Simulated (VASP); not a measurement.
Crystal: Ta.

```xyz
1
Lattice="-1.6594 1.6594 1.6594 1.6594 -1.6594 1.6594 1.6594 1.6594 -1.6594" Properties=species:S:1:pos:R:3 pbc="T T T"
Ta    0.0000    0.0000    0.0000
```

| Item | Value |
| --- | --- |
| Program | VASP 6.6.1 |
| Task | relaxation of cell and atoms |
| Functional | PBE |
| Dispersion | D3(BJ) |
| Potentials or basis | VASP PAW PBE potentials, release 64 (Ta_pv) |
| Cutoff | 600 eV |
| k mesh | 18 × 18 × 18 |
| Occupations | gaussian, width 0.1 eV |
| Spin | no spin polarisation |

At the start: pressure -5.8 GPa; volume 18.28 Å³/atom.

Q: Where does the relaxation end?

A: Over 4 steps the energy falls by 10.0 meV/atom and the volume is 17.74 Å³/atom (-2.9 %); space group Im-3m (No. 229, to 0.05 Å).

Step by step:
```
step  energy change (eV)  largest force (eV/Å)  pressure (GPa)  volume (Å³)
   1              0.0000                0.0000           -5.82        18.28
   2              0.0448                0.0000           16.07        16.58
   3             -0.0100                0.0000           -0.13        17.75
   4             -0.0100                0.0000            0.02        17.74
```

Final structure:
```
Ta
1.0
    -1.64293    1.64293    1.64293
     1.64293   -1.64293    1.64293
     1.64293    1.64293   -1.64293
Ta
1
Direct
  0.00000 0.00000 0.00000
```

Caveat: pairwise dispersion overbinds metals, which lowers pressure and volume.
